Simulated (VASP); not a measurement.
# TiCo3 (Pm-3m) in VASP: single point with r2SCAN

Aim: the single point of TiCo3 with r2SCAN.

Everything below comes from runs of VASP 6.6.1. Logs are shortened: lines on timing, memory, paths and dates and some standing lists are left out, and cuts for length are marked.

## 1. The cell of the first run

It takes space group Pm-3m (No. 221, cubic). Conventional cell: a = 3.437 Å, b = 3.437 Å, c = 3.437 Å, α = 90.00°, β = 90.00°, γ = 90.00°. Ti (site symmetry m-3m) has 12 Co at 2.43 Å within 3.2 Å. Co (site symmetry 4/mmm) has 4 Ti at 2.43 Å and 8 Co at 2.43 Å within 3.2 Å.

## 2. Single point, r2SCAN, collinear spin, ferrimagnetic start (10.15 Å³/atom)

Input file POSCAR:

```
TiCo3
1.0
    3.4372337595      0.0000000000      0.0000000000
    0.0000000000      3.4372337595      0.0000000000
    0.0000000000      0.0000000000      3.4372337595
Ti Co
1 3
Direct
    0.0000000000      0.0000000000      0.0000000000
    0.0000000000      0.5000000000      0.5000000000
    0.5000000000      0.0000000000      0.5000000000
    0.5000000000      0.5000000000      0.0000000000
```

Input file INCAR.step1:

```
SYSTEM = TiCo3
ALGO     = Normal         ! electronic algorithm
EDIFF    = 1E-4           ! SCF threshold, eV
ENCUT    = 520            ! plane-wave cutoff, eV
GGA      = PE             ! functional
ISMEAR   = 0              ! smearing method
ISPIN    = 2              ! spin polarisation
LASPH    = .TRUE.         ! aspherical terms in the spheres
LCHARG   = .FALSE.        ! write CHGCAR
LMAXMIX  = 4              ! l up to which the mixer works
LREAL    = .FALSE.        ! projectors in reciprocal space
LWAVE    = .TRUE.         ! write WAVECAR
MAGMOM   = -0.7 1.46 1.46 1.46 ! initial moments
NBANDS   = 32             ! bands
NELM     = 150            ! most SCF steps
PREC     = Accurate       ! precision mode
SIGMA    = 0.1            ! smearing width, eV
```

Input file INCAR.step2:

```
SYSTEM = TiCo3
ALGO     = Normal         ! electronic algorithm
EDIFF    = 1E-7           ! SCF threshold, eV
ENCUT    = 520            ! plane-wave cutoff, eV
ISIF     = 2              ! what is computed and relaxed
ISMEAR   = 0              ! smearing method
ISPIN    = 2              ! spin polarisation
ISTART   = 1            
LASPH    = .TRUE.         ! aspherical terms in the spheres
LCHARG   = .FALSE.        ! write CHGCAR
LMAXMIX  = 4              ! l up to which the mixer works
LMIXTAU  = .TRUE.       
LORBIT   = 11             ! projections on sites
LREAL    = .FALSE.        ! projectors in reciprocal space
LWAVE    = .FALSE.        ! write WAVECAR
MAGMOM   = -0.7 1.46 1.46 1.46 ! initial moments
METAGGA  = R2SCAN         ! meta-GGA
NBANDS   = 32             ! bands
NELM     = 150            ! most SCF steps
PREC     = Accurate       ! precision mode
SIGMA    = 0.1            ! smearing width, eV
```

Input file KPOINTS:

```
k-points
0
G
  12 12 12
  0 0 0
```

Potentials or basis: VASP PAW PBE potentials, release 64 (Ti_sv, Co).

The run is started by

```console
cat potpaw_PBE.64/Ti_sv/POTCAR potpaw_PBE.64/Co/POTCAR > POTCAR
cp INCAR.step1 INCAR
mpirun -np 1 vasp_std > vasp.out
cp INCAR.step2 INCAR
mpirun -np 1 vasp_std > vasp.out
```

OUTCAR:

```text
SYSTEM = TiCo3
   EDIFF = 1E-7
   ENCUT = 520
   ISIF = 2
   ISMEAR = 0
   ISPIN = 2
   ISTART = 1
   LASPH = .TRUE.
   LORBIT = 11
   LREAL = .FALSE.
   METAGGA = R2SCAN
   NELM = 150
   PREC = Accurate

 ion  position               nearest neighbor table
   1  0.000  0.000  0.000-   2 2.43   3 2.43   4 2.43   2 2.43   3 2.43   2 2.43   4 2.43   2 2.43
                             3 2.43   4 2.43   3 2.43   4 2.43
   2  0.000  0.500  0.500-   1 2.43   3 2.43   4 2.43   1 2.43   4 2.43   1 2.43   3 2.43   1 2.43
                             3 2.43   4 2.43   4 2.43   3 2.43
   3  0.500  0.000  0.500-   1 2.43   2 2.43   4 2.43   1 2.43   4 2.43   2 2.43   4 2.43   4 2.43
                             1 2.43   2 2.43   1 2.43   2 2.43
   4  0.500  0.500  0.000-   1 2.43   2 2.43   3 2.43   2 2.43   3 2.43   1 2.43   3 2.43   3 2.43
                             1 2.43   2 2.43   2 2.43   1 2.43

  LATTYP: Found a simple cubic cell.
 ALAT       =     3.4372337595

  Lattice vectors:

 A1 = (   3.4372337595,   0.0000000000,   0.0000000000)
 A2 = (   0.0000000000,   3.4372337595,   0.0000000000)
 A3 = (   0.0000000000,   0.0000000000,   3.4372337595)

Analysis of symmetry for initial positions (statically):
=====================================================================
 Subroutine PRICEL returns:
 Original cell was already a primitive cell.

 Routine SETGRP: Setting up the symmetry group for a
 simple cubic supercell.

 Subroutine GETGRP returns: Found 48 space group operations
 (whereof 48 operations were pure point group operations)
 out of a pool of 48 trial point group operations.

The static configuration has the point symmetry O_h .

Analysis of symmetry for dynamics (positions and initial velocities):
=====================================================================
 Subroutine PRICEL returns:
 Original cell was already a primitive cell.

 Routine SETGRP: Setting up the symmetry group for a
 simple cubic supercell.

 Subroutine GETGRP returns: Found 48 space group operations
 (whereof 48 operations were pure point group operations)
 out of a pool of 48 trial point group operations.

The dynamic configuration has the point symmetry O_h .

Analysis of structural, dynamic, and magnetic symmetry:
=====================================================================
 Subroutine PRICEL returns:
 Original cell was already a primitive cell.

 Routine SETGRP: Setting up the symmetry group for a
 simple cubic supercell.

 Subroutine GETGRP returns: Found 48 space group operations
 (whereof 48 operations were pure point group operations)
 out of a pool of 48 trial point group operations.

The overall configuration has the point symmetry O_h .

 Subroutine INISYM returns: Found 48 space group operations
 (whereof 48 operations are pure point group operations),
 and found     1 'primitive' translations

----------------------------------------------------------------------------------------

                                     Primitive cell

  volume of cell :      40.6095

  direct lattice vectors                    reciprocal lattice vectors
     3.437233760  0.000000000  0.000000000     0.290931624  0.000000000  0.000000000
     0.000000000  3.437233760  0.000000000     0.000000000  0.290931624  0.000000000
     0.000000000  0.000000000  3.437233760     0.000000000  0.000000000  0.290931624

  length of vectors
     3.437233760  3.437233760  3.437233760     0.290931624  0.290931624  0.290931624

  position of ions in fractional coordinates (direct lattice)
     0.000000000  0.000000000  0.000000000
     0.000000000  0.500000000  0.500000000
     0.500000000  0.000000000  0.500000000
     0.500000000  0.500000000  0.000000000

  ion indices of the primitive-cell ions
   primitive index   ion index
                 1           1
                 2           2
                 3           3
                 4           4

----------------------------------------------------------------------------------------

 KPOINTS: k-points

Automatic generation of k-mesh.
 Grid dimensions read from file:
[... 23 lines left out ...]
  0.083333  0.000000  0.000000      6.000000
  0.166667  0.000000  0.000000      6.000000
  0.250000  0.000000  0.000000      6.000000
  0.333333  0.000000  0.000000      6.000000
  0.416667  0.000000  0.000000      6.000000
[... 16 lines left out ...]
  0.333333  0.333333  0.000000     12.000000
  0.416667  0.333333  0.000000     24.000000
 [... further k-points ...]
   k-points           NKPTS =     84   k-points in BZ     NKDIM =     84   number of bands    NBANDS=     32
   number of dos      NEDOS =    301   number of ions     NIONS =      4
   total plane-waves  NPLWV =  21952
   dimension x,y,z NGX =    28 NGY =   28 NGZ =   28
   dimension x,y,z NGXF=    56 NGYF=   56 NGZF=   56
   ions per type =               1   3
   NGX,Y,Z   is equivalent  to a cutoff of  13.54, 13.54, 13.54 a.u.
   NGXF,Y,Z  is equivalent  to a cutoff of  27.09, 27.09, 27.09 a.u.
 SYSTEM =  TiCo3
   PREC   = accura    normal or accurate (medium, high low for compatibility)
   ISTART =      1    job   : 0-new  1-cont  2-samecut
   ICHARG =      0    charge: 1-file 2-atom 10-const
   ISPIN  =      2    spin polarized calculation?
   LNONCOLLINEAR =      F non collinear calculations
   LSORBIT =      F    spin-orbit coupling
   LASPH  =      T    aspherical Exc in radial PAW
   ENCUT  =  520.0 eV  38.22 Ry    6.18 a.u.   6.39  6.39  6.39*2*pi/ulx,y,z
   NELM   =    150;   NELMIN=  2; NELMDL=  0     # of ELM steps
   EDIFF  = 0.1E-06   stopping-criterion for ELM
   LREAL  =      F    real-space projection
   EDIFFG = 0.1E-05   stopping-criterion for IOM
   NSW    =      0    number of steps for IOM
   IBRION =     -1    ionic relax: 0-MD 1-quasi-New 2-CG
   NFREE  =      0    steps in history (QN), initial steepest desc. (CG)
   ISIF   =      2    stress and relaxation
   ISYM   =      2    0-nonsym 1-usesym 2-fastsym
   POTIM  = 0.5000    time-step for ionic-motion
   TEBEG  =    0.0;   TEEND  =   0.0 temperature during run
   PSTRESS=    0.0 pullay stress
   NELECT =      39.0000    total number of electrons
   NUPDOWN=      -1.0000    fix difference up-down
   EMIN   =  10.00;   EMAX   =-10.00  energy-range for DOS
   EFERMI =   0.00;   METHOD = LEGACY
   ISMEAR =     0;   SIGMA  =   0.10  broadening in eV -4-tet -1-fermi 0-gaus
   EFERMI_NEDOS =   21; number of points for ismear=-14 and -15
   IALGO  =     38    algorithm
   IMIX   =      4    mixing-type and parameters
     AMIX     =   0.40;   BMIX     =  1.00
     AMIX_MAG =   1.60;   BMIX_MAG =  1.00
  volume/ion in A,a.u.               =      10.15        68.51
  Fermi-wavevector in a.u.,A,eV,Ry     =   1.615179  3.052246 35.494918  2.608803
  Thomas-Fermi vector in A             =   2.709968
   LORBIT       =     11    0 simple, 1 ext, 2 COOP (PROOUT), +10 PAW based schemes
   METAGGA = R2SCAN    functional components
   LHFCALC =     F    Hartree Fock is set to
   AEXX    =    0.0000 exact exchange contribution
   IVDW    =     0    specifies the selected vdW correction
   LEPSILON=     F    determine dielectric tensor
   LRPA    =     F    only Hartree local field effects (RPA)
 spin polarized calculation
 Gauss-broadening in eV      SIGMA  =   0.10
  energy-cutoff  :      520.00
  volume of cell :       40.61
 maximum number of plane-waves:      1108
 NGX is ok and might be reduce to    28
   NGX = 13   NGY = 13   NGZ = 13

 number of electron      39.0000008 magnetization      -0.0525401

 number of electron      39.0000008 magnetization       0.0002923

 Free energy of the ion-electron system (eV)
  ---------------------------------------------------
  ext. energy  EPLUGINS =         0.00000000
  ---------------------------------------------------
  free energy    TOTEN  =       -52.63010695 eV

  energy without entropy =      -52.61012856  energy(sigma->0) =      -52.62011775

 E-fermi :  11.8576     XC(G=0): -15.2169

 val. band max:       11.8545676307   @ k =   0.3333   0.3333   0.0000
 cond. band min:      11.8649932696   @ k =   0.3333   0.1667   0.0833
 fundamental gap:      0.0104256389
 Fermi energy:        11.8575640047

 spin component 1

 k-point     1 :       0.0000    0.0000    0.0000
  band No.  band energies     occupation
      1     -46.6503      1.00000
      2     -21.9014      1.00000
      3     -21.9014      1.00000
      4     -21.9014      1.00000
      5       2.9546      1.00000
      6       6.6777      1.00000
[... 805 lines left out ...]
     30      25.7146      0.00000
     31      26.2040      0.00000

 [... further k-points ...]

 spin component 2

 k-point     1 :       0.0000    0.0000    0.0000
  band No.  band energies     occupation
      1     -46.6502      1.00000
      2     -21.9014      1.00000
      3     -21.9014      1.00000
      4     -21.9014      1.00000
      5       2.9547      1.00000
      6       6.6778      1.00000
[... 805 lines left out ...]
     30      25.7147      0.00000
     31      26.2041      0.00000

 [... further k-points ...]

 [bands above 31 left out]

------------------------ aborting loop because EDIFF is reached ----------------------------------------

  FORCE on cell =-STRESS in cart. coord.  units (eV):
  Direction    XX          YY          ZZ          XY          YZ          ZX
  --------------------------------------------------------------------------------------
  -------------------------------------------------------------------------------------
  Total        6.6096187      6.6096187      6.6096187     -0.0000000      0.0000000     -0.0000000
  in kB      260.7712940    260.7712940    260.7712940     -0.0000000      0.0000000     -0.0000000
  external PRESSURE =     260.7712940 kB  Pullay stress =       0.0000000 kB

 VOLUME and BASIS-vectors are now :
 -----------------------------------------------------------------------------
  energy-cutoff  :      520.00
  volume of cell :       40.61
      direct lattice vectors                 reciprocal lattice vectors
     3.437233760  0.000000000  0.000000000     0.290931624  0.000000000  0.000000000
     0.000000000  3.437233760  0.000000000     0.000000000  0.290931624  0.000000000
     0.000000000  0.000000000  3.437233760     0.000000000  0.000000000  0.290931624

 POSITION                                       TOTAL-FORCE (eV/Angst)
 -----------------------------------------------------------------------------------
      0.00000      0.00000      0.00000         0.000000      0.000000      0.000000
      0.00000      1.71862      1.71862         0.000000      0.000000      0.000000
      1.71862      0.00000      1.71862         0.000000      0.000000      0.000000
      1.71862      1.71862      0.00000         0.000000      0.000000      0.000000
 -----------------------------------------------------------------------------------
    total drift:                                0.000000      0.000000      0.000000

  FREE ENERGIE OF THE ION-ELECTRON SYSTEM (eV)
  ---------------------------------------------------
  free  energy   TOTEN  =       -52.6301069464 eV

  energy  without entropy=      -52.6101285559  energy(sigma->0) =      -52.62011775

 total charge

# of ion       s       p       d       tot
------------------------------------------
    1        2.295   6.253   2.041  10.589
    2        0.592   0.652   7.420   8.665
    3        0.592   0.652   7.420   8.665
    4        0.592   0.652   7.420   8.665
--------------------------------------------------
tot          4.072   8.210  24.300  36.583

 magnetization (x)

# of ion       s       p       d       tot
------------------------------------------
    1       -0.000   0.000   0.000   0.000
    2        0.000   0.000   0.000   0.000
    3        0.000   0.000   0.000   0.000
    4        0.000   0.000   0.000   0.000
--------------------------------------------------
tot          0.000   0.000   0.000   0.000
```

It took 31 min on 1 thread of Oxide Virtual Turin-like, shared host; peak memory 0.27 GiB.

Results:

```yaml
Free_energy: -52.6301 eV
Pressure: 26.1 GPa
Net_moment: 0.00 μB per cell
Valence_electrons_inside_the_program's_atomic_spheres: Ti 10.59; Co 8.66
```

Levels at points of the mesh, in eV from the Fermi level:
Spin up:
| k point | band 16 | band 17 | band 18 | band 19 | band 20 | band 21 | band 22 | band 23 | band 24 | band 25 |
| --- | --- | --- | --- | --- | --- | --- | --- | --- | --- | --- |
| (0.00, 0.00, 0.00) | -0.14 | 0.64 | 1.02 | 1.02 | 1.02 | 3.10 | 3.10 | 3.88 | 3.88 | 3.88 |
| (0.50, 0.00, 0.00) | -0.92 | -0.68 | -0.68 | -0.58 | 0.07 | 1.02 | 1.48 | 1.48 | 2.38 | 3.03 |
| (0.50, 0.50, 0.00) | -1.56 | -1.02 | -1.02 | -1.00 | -0.60 | -0.25 | 2.09 | 2.09 | 2.75 | 2.75 |
| (0.50, 0.50, 0.50) | -1.23 | -0.15 | 0.73 | 0.73 | 0.73 | 0.99 | 0.99 | 0.99 | 2.70 | 2.70 |
Spin down:
```tsv
k point	band 16	band 17	band 18	band 19	band 20	band 21	band 22	band 23	band 24	band 25
(0.00, 0.00, 0.00)	-0.14	0.64	1.02	1.02	1.02	3.10	3.10	3.88	3.88	3.88
(0.50, 0.00, 0.00)	-0.92	-0.68	-0.68	-0.58	0.07	1.02	1.48	1.48	2.38	3.03
(0.50, 0.50, 0.00)	-1.56	-1.02	-1.02	-1.00	-0.60	-0.25	2.09	2.09	2.75	2.75
(0.50, 0.50, 0.50)	-1.23	-0.15	0.73	0.73	0.73	0.99	0.99	0.99	2.70	2.70
```

Caveat: the cell stands under pressure; the moments typed at the start vanished in this run; the PAW data sets were made with another functional, which shifts forces and pressure a little.
